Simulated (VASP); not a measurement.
# Hf (P6_3/mmc) in VASP: further runs

Hf is run at these levels: LDA, PBE+D4, PBEsol+D4, PBE; tasks: single point, relaxation of cell and atoms.

All numbers are computed with VASP 6.6.1; they aren't measurements. Logs are shortened: lines on timing, memory, paths and dates and some standing lists are left out, and cuts for length are marked.

## (1) The cell of the first run

The structure is hexagonal, space group P6_3/mmc (No. 194). The conventional cell has a = 3.197 Å, b = 3.197 Å, c = 5.058 Å, α = 90.00°, β = 90.00°, γ = 120.00°. Within 4.1 Å of Hf (site symmetry -6m2) lie 12 Hf at 3.13 to 3.20 Å.

## (2) Single point, LDA

The input, INCAR:

```
PREC = Accurate
ENCUT = 520
EDIFF = 1E-6
ISMEAR = 1
SIGMA = 0.2
LREAL = F
LASPH = T
NELM = 100
ALGO = Normal
ISIF = 2
LWAVE = F
LCHARG = T
GGA = CA
LELF = T
LVHAR = T
NBANDS = 17
```

The input, KPOINTS:

```
regular mesh
0
Gamma
  10 10 5
```

The input, POSCAR:

```
Hf
1.0
    3.1967000000      0.0000000000      0.0000000000
   -1.5983500000      2.7684234083      0.0000000000
    0.0000000000      0.0000000000      5.0578000000
Hf
2
Direct
    0.6666666667      0.3333333333      0.7500000000
    0.3333333333      0.6666666667      0.2500000000
```

Potentials or basis: VASP PAW LDA potentials, release 64 (Hf_pv).

Command:

```console
$ cat potpaw_LDA.64/Hf_pv/POTCAR > POTCAR
$ mpirun -np 1 vasp_std > vasp.out
```

OUTCAR:

```text
PREC = Accurate
   ENCUT = 520
   EDIFF = 1E-6
   ISMEAR = 1
   LREAL = F
   LASPH = T
   NELM = 100
   ISIF = 2
   GGA = CA

 ion  position               nearest neighbor table
   1  0.667  0.333  0.750-   2 3.13   2 3.13   2 3.13   2 3.13   2 3.13   2 3.13
   2  0.333  0.667  0.250-   1 3.13   1 3.13   1 3.13   1 3.13   1 3.13   1 3.13

  LATTYP: Found a hexagonal cell.
 ALAT       =     3.1967000000
 C/A-ratio  =     1.5821941377

  Lattice vectors:

 A1 = (   3.1967000000,   0.0000000000,   0.0000000000)
 A2 = (  -1.5983500000,   2.7684234083,   0.0000000000)
 A3 = (   0.0000000000,   0.0000000000,   5.0578000000)

Analysis of symmetry for initial positions (statically):
=====================================================================
 Subroutine PRICEL returns:
 Original cell was already a primitive cell.

 Routine SETGRP: Setting up the symmetry group for a
 hexagonal supercell.

 Subroutine GETGRP returns: Found 24 space group operations
 (whereof 12 operations were pure point group operations)
 out of a pool of 24 trial point group operations.

The static configuration has the point symmetry D_3d.
 The point group associated with its full space group is D_6h.

Analysis of symmetry for dynamics (positions and initial velocities):
=====================================================================
 Subroutine PRICEL returns:
 Original cell was already a primitive cell.

 Routine SETGRP: Setting up the symmetry group for a
 hexagonal supercell.

 Subroutine GETGRP returns: Found 24 space group operations
 (whereof 12 operations were pure point group operations)
 out of a pool of 24 trial point group operations.

The dynamic configuration has the point symmetry D_3d.
 The point group associated with its full space group is D_6h.

 Subroutine INISYM returns: Found 24 space group operations
 (whereof 12 operations are pure point group operations),
 and found     1 'primitive' translations

----------------------------------------------------------------------------------------

                                     Primitive cell
[... 77 lines left out ...]
   dimension x,y,z NGXF=    48 NGYF=   48 NGZF=   80
   ions per type =               2
   NGX,Y,Z   is equivalent  to a cutoff of  12.48, 12.48, 13.15 a.u.
   NGXF,Y,Z  is equivalent  to a cutoff of  24.96, 24.96, 26.30 a.u.
 SYSTEM =  unknown system
   PREC   = accura    normal or accurate (medium, high low for compatibility)
   ISTART =      0    job   : 0-new  1-cont  2-samecut
   ICHARG =      2    charge: 1-file 2-atom 10-const
   ISPIN  =      1    spin polarized calculation?
   LNONCOLLINEAR =      F non collinear calculations
   LSORBIT =      F    spin-orbit coupling
   LASPH  =      T    aspherical Exc in radial PAW
   ENCUT  =  520.0 eV  38.22 Ry    6.18 a.u.   5.94  5.94  9.40*2*pi/ulx,y,z
   NELM   =    100;   NELMIN=  2; NELMDL= -5     # of ELM steps
   EDIFF  = 0.1E-05   stopping-criterion for ELM
   LREAL  =      F    real-space projection
   EDIFFG = 0.1E-04   stopping-criterion for IOM
   NSW    =      0    number of steps for IOM
   IBRION =     -1    ionic relax: 0-MD 1-quasi-New 2-CG
   NFREE  =      0    steps in history (QN), initial steepest desc. (CG)
   ISIF   =      2    stress and relaxation
   ISYM   =      2    0-nonsym 1-usesym 2-fastsym
   POTIM  = 0.5000    time-step for ionic-motion
   TEBEG  =    0.0;   TEEND  =   0.0 temperature during run
   PSTRESS=    0.0 pullay stress
   NELECT =      20.0000    total number of electrons
   NUPDOWN=      -1.0000    fix difference up-down
   EMIN   =  10.00;   EMAX   =-10.00  energy-range for DOS
   EFERMI =   0.00;   METHOD = LEGACY
   ISMEAR =     1;   SIGMA  =   0.20  broadening in eV -4-tet -1-fermi 0-gaus
   EFERMI_NEDOS =   21; number of points for ismear=-14 and -15
   IALGO  =     38    algorithm
   IMIX   =      4    mixing-type and parameters
     AMIX     =   0.40;   BMIX     =  1.00
     AMIX_MAG =   1.60;   BMIX_MAG =  1.00
  volume/ion in A,a.u.               =      22.38       151.03
  Fermi-wavevector in a.u.,A,eV,Ry     =   1.251563  2.365112 21.312311  1.566411
  Thomas-Fermi vector in A             =   2.385505
   LORBIT       =      0    0 simple, 1 ext, 2 COOP (PROOUT), +10 PAW based schemes
   GGA     = CA    functional components
   LHFCALC =     F    Hartree Fock is set to
   AEXX    =    0.0000 exact exchange contribution
   IVDW    =     0    specifies the selected vdW correction
   LEPSILON=     F    determine dielectric tensor
   LRPA    =     F    only Hartree local field effects (RPA)
 non-spin polarized calculation
 Methfessel and Paxton  Order N= 1 SIGMA  =   0.20
  energy-cutoff  :      520.00
  volume of cell :       44.76
 maximum number of plane-waves:      1220
 NGX is ok and might be reduce to    24
   NGX = 11   NGY = 11   NGZ = 19

 number of electron      20.0000004 magnetization

 Free energy of the ion-electron system (eV)
  ---------------------------------------------------
  ext. energy  EPLUGINS =         0.00000000
  ---------------------------------------------------
  free energy    TOTEN  =       -21.31286019 eV

  energy without entropy =      -21.32102148  energy(sigma->0) =      -21.31558062

 E-fermi :   4.7794     XC(G=0): -11.4693

 val. band max:        4.7792715421   @ k =   0.3000   0.3000   0.4000
 cond. band min:       4.8965398482   @ k =   0.2000   0.2000   0.4000
 fundamental gap:      0.1172683061
 Fermi energy:         4.7794428548

 k-point     1 :       0.0000    0.0000    0.0000
  band No.  band energies     occupation
      1     -26.1555      2.00000
      2     -25.3922      2.00000
      3     -25.3922      2.00000
      4     -25.2706      2.00000
      5     -25.2614      2.00000
      6     -25.2614      2.00000
[... 457 lines left out ...]
      4     -25.5652      2.00000
      5     -25.4706      2.00000
      6     -25.3958      2.00000
[... 9 lines left out ...]
     16      10.6412      0.00000
     17      11.4549      0.00000

 [... further k-points ...]
[... 5 lines left out ...]
  --------------------------------------------------------------------------------------
  -------------------------------------------------------------------------------------
  Total       -2.1328828     -2.1328828     -2.3012086     -0.0000000      0.0000000      0.0000000
  in kB      -76.3451639    -76.3451639    -82.3702784     -0.0000000      0.0000000      0.0000000
  external PRESSURE =     -78.3535354 kB  Pullay stress =       0.0000000 kB

 VOLUME and BASIS-vectors are now :
 -----------------------------------------------------------------------------
  energy-cutoff  :      520.00
  volume of cell :       44.76
      direct lattice vectors                 reciprocal lattice vectors
     3.196700000  0.000000000  0.000000000     0.312822598  0.180608211  0.000000000
    -1.598350000  2.768423408  0.000000000     0.000000000  0.361216423  0.000000000
     0.000000000  0.000000000  5.057800000     0.000000000  0.000000000  0.197714421

 POSITION                                       TOTAL-FORCE (eV/Angst)
 -----------------------------------------------------------------------------------
      1.59835      0.92281      3.79335        -0.000000      0.000000      0.000000
     -0.00000      1.84562      1.26445         0.000000     -0.000000      0.000000
 -----------------------------------------------------------------------------------
    total drift:                               -0.000000      0.000000     -0.000000

  FREE ENERGIE OF THE ION-ELECTRON SYSTEM (eV)
  ---------------------------------------------------
  free  energy   TOTEN  =       -21.3128601926 eV

  energy  without entropy=      -21.3210214806  energy(sigma->0) =      -21.31558062
```

OSZICAR:

```text
N       E                     dE             d eps       ncg     rms          rms(c)
DAV:   1     0.481549541225E+02    0.48155E+02   -0.11479E+04  1436   0.112E+03
DAV:   2    -0.202033266125E+02   -0.68358E+02   -0.66668E+02  1827   0.247E+02
DAV:   3    -0.220838655581E+02   -0.18805E+01   -0.18491E+01  1866   0.267E+01
DAV:   4    -0.220989853923E+02   -0.15120E-01   -0.15088E-01  1856   0.283E+00
DAV:   5    -0.220991344354E+02   -0.14904E-03   -0.14901E-03  1823   0.248E-01    0.645E+01
DAV:   6    -0.215212987461E+02    0.57784E+00   -0.52580E-01  1706   0.442E+00    0.378E+01
DAV:   7    -0.213228186146E+02    0.19848E+00   -0.81441E-01  1739   0.528E+00    0.188E+00
DAV:   8    -0.213127780484E+02    0.10041E-01   -0.49637E-02  1649   0.145E+00    0.187E-01
DAV:   9    -0.213128688455E+02   -0.90797E-04   -0.10649E-03  1906   0.226E-01    0.169E-01
DAV:  10    -0.213128622853E+02    0.65602E-05   -0.43039E-05  1727   0.439E-02    0.152E-01
DAV:  11    -0.213128602435E+02    0.20418E-05   -0.34247E-06  1844   0.109E-02    0.125E-02
DAV:  12    -0.213128601926E+02    0.50934E-07   -0.26891E-07  1009   0.348E-03
   1 F= -.21312860E+02 E0= -.21315581E+02  d E =0.816129E-02
```

stdout:

```text
POSCAR found type information on POSCAR Hf
 POSCAR found :  1 types and       2 ions
 scaLAPACK will be used
 LDA part: xc-table for (Slater(with rela. corr.)+CA(PZ))
 , standard interpolation
 POSCAR, INCAR and KPOINTS ok, starting setup
 FFT: planning ... GRIDC
 FFT: planning ... GRID_SOFT
 FFT: planning ... GRID
 WAVECAR not read
 entering main loop
```

Run time: 8.2 s. Hardware: 1 thread of Intel Xeon 6975P-C (Granite Rapids), shared host; peak memory 0.15 GiB.

What came out:

* Free energy: -21.3129 eV
* Pressure: -7.8 GPa
* Band gap on the k mesh: zero (band 10 reaches 5.90 eV, above the bottom of band 11 at 4.45 eV)

Levels at points of the mesh, in eV from the Fermi level:
```csv
k point,band 6,band 7,band 8,band 9,band 10,band 11,band 12,band 13,band 14,band 15
"(0.00, 0.00, 0.00)",-30.04,-7.31,-3.70,0.80,1.12,1.12,1.39,1.93,1.93,2.54
"(0.50, 0.00, 0.00)",-30.13,-3.32,-2.75,-2.22,-0.70,0.72,0.87,1.65,5.80,6.31
```

Caveat: spin-orbit coupling is left out, which moves the levels of the heavy elements.

## (3) Single point, LDA

The input, INCAR:

```
SYSTEM = Hf
PREC     = Accurate       ! precision mode
ENCUT    = 520            ! plane-wave cutoff, eV
EDIFF    = 1E-6           ! SCF threshold, eV
ISMEAR   = -1             ! smearing method
SIGMA    = 0.05           ! smearing width, eV
LREAL    = .FALSE.        ! projectors in reciprocal space
LASPH    = .TRUE.         ! aspherical terms in the spheres
NELM     = 80             ! most SCF steps
ALGO     = Normal         ! electronic algorithm
ISIF     = 2              ! what is computed and relaxed
LWAVE    = .FALSE.        ! write WAVECAR
LCHARG   = .FALSE.        ! write CHGCAR
GGA      = CA             ! functional
NBANDS   = 17             ! bands
```

The input, KPOINTS:

```
regular mesh
0
G
  10 10 5
  0 0 0
```

POSCAR is that of step 2.

Potentials or basis: VASP PAW LDA potentials, release 64 (Hf_pv).

Command:

```console
$ cat potpaw_LDA.64/Hf_pv/POTCAR > POTCAR
$ mpirun -np 1 vasp_std > vasp.out
```

OUTCAR:

```text
SYSTEM = Hf
   PREC = Accurate
   ENCUT = 520
   EDIFF = 1E-6
   ISMEAR = -1
   LREAL = .FALSE.
   LASPH = .TRUE.
   NELM = 80
   ISIF = 2
   GGA = CA

 ion  position               nearest neighbor table
   1  0.667  0.333  0.750-   2 3.13   2 3.13   2 3.13   2 3.13   2 3.13   2 3.13
   2  0.333  0.667  0.250-   1 3.13   1 3.13   1 3.13   1 3.13   1 3.13   1 3.13

  LATTYP: Found a hexagonal cell.
 ALAT       =     3.1967000000
 C/A-ratio  =     1.5821941377

  Lattice vectors:

 A1 = (   3.1967000000,   0.0000000000,   0.0000000000)
 A2 = (  -1.5983500000,   2.7684234083,   0.0000000000)
 A3 = (   0.0000000000,   0.0000000000,   5.0578000000)

Analysis of symmetry for initial positions (statically):
=====================================================================
 Subroutine PRICEL returns:
 Original cell was already a primitive cell.

 Routine SETGRP: Setting up the symmetry group for a
[... 157 lines left out ...]
 NGX is ok and might be reduce to    24
   NGX = 11   NGY = 11   NGZ = 19

 number of electron      20.0000004 magnetization

 Free energy of the ion-electron system (eV)
  ---------------------------------------------------
  ext. energy  EPLUGINS =         0.00000000
  ---------------------------------------------------
  free energy    TOTEN  =       -21.32025196 eV

  energy without entropy =      -21.30977928  energy(sigma->0) =      -21.31501562

 E-fermi :   4.7650     XC(G=0): -11.4692

 val. band max:        4.7347041711   @ k =   0.1000   0.1000   0.2000
 cond. band min:       4.7680695047   @ k =   0.0000   0.0000   0.4000
 fundamental gap:      0.0333653336
 Fermi energy:         4.7650139902

 k-point     1 :       0.0000    0.0000    0.0000
  band No.  band energies     occupation
      1     -26.1529      2.00000
      2     -25.3921      2.00000
      3     -25.3921      2.00000
      4     -25.2679      2.00000
      5     -25.2613      2.00000
      6     -25.2613      2.00000
[... 457 lines left out ...]
      4     -25.5648      2.00000
      5     -25.4687      2.00000
      6     -25.3953      2.00000
[... 9 lines left out ...]
     16      10.6412      0.00000
     17      11.4550      0.00000

 [... further k-points ...]
[... 5 lines left out ...]
  --------------------------------------------------------------------------------------
  -------------------------------------------------------------------------------------
  Total       -2.1336903     -2.1336903     -2.2646095      0.0000000      0.0000000     -0.0000000
  in kB      -76.3740658    -76.3740658    -81.0602368      0.0000000      0.0000000     -0.0000000
  external PRESSURE =     -77.9361228 kB  Pullay stress =       0.0000000 kB

 VOLUME and BASIS-vectors are now :
 -----------------------------------------------------------------------------
  energy-cutoff  :      520.00
  volume of cell :       44.76
      direct lattice vectors                 reciprocal lattice vectors
     3.196700000  0.000000000  0.000000000     0.312822598  0.180608211  0.000000000
    -1.598350000  2.768423408  0.000000000     0.000000000  0.361216423  0.000000000
     0.000000000  0.000000000  5.057800000     0.000000000  0.000000000  0.197714421

 POSITION                                       TOTAL-FORCE (eV/Angst)
 -----------------------------------------------------------------------------------
      1.59835      0.92281      3.79335         0.000000      0.000000      0.000000
     -0.00000      1.84562      1.26445         0.000000     -0.000000      0.000000
 -----------------------------------------------------------------------------------
    total drift:                               -0.000000      0.000000     -0.000000

  FREE ENERGIE OF THE ION-ELECTRON SYSTEM (eV)
  ---------------------------------------------------
  free  energy   TOTEN  =       -21.3202519555 eV

  energy  without entropy=      -21.3097792813  energy(sigma->0) =      -21.31501562
```

stdout:

```text
POSCAR found type information on POSCAR Hf
 POSCAR found :  1 types and       2 ions
 scaLAPACK will be used
 LDA part: xc-table for (Slater(with rela. corr.)+CA(PZ))
 , standard interpolation
 POSCAR, INCAR and KPOINTS ok, starting setup
 FFT: planning ... GRIDC
 FFT: planning ... GRID_SOFT
 FFT: planning ... GRID
 WAVECAR not read
 entering main loop
```

Wall time 7.9 s (1 thread of Intel Xeon 6975P-C (Granite Rapids), shared host); peak memory 0.15 GiB.

What came out:

| Property | Result |
| --- | --- |
| Free energy | -21.3203 eV |
| Pressure | -7.8 GPa |
| Band gap on the k mesh | zero (band 10 reaches 5.90 eV, above the bottom of band 11 at 4.45 eV) |

Stress tensor (GPa, compression positive):
```
-7.64  0.00  0.00
 0.00 -7.64  0.00
 0.00  0.00 -8.11
```

Levels at points of the mesh, in eV from the Fermi level:
```csv
k point,band 8,band 9,band 10,band 11,band 12,band 13
"(0.00, 0.00, 0.00)",-3.68,0.82,1.13,1.13,1.40,1.94
"(0.50, 0.00, 0.00)",-2.73,-2.21,-0.68,0.73,0.88,1.67
```

Caveat: spin-orbit coupling is left out, which moves the levels of the heavy elements.

[end of part 1 of 3]
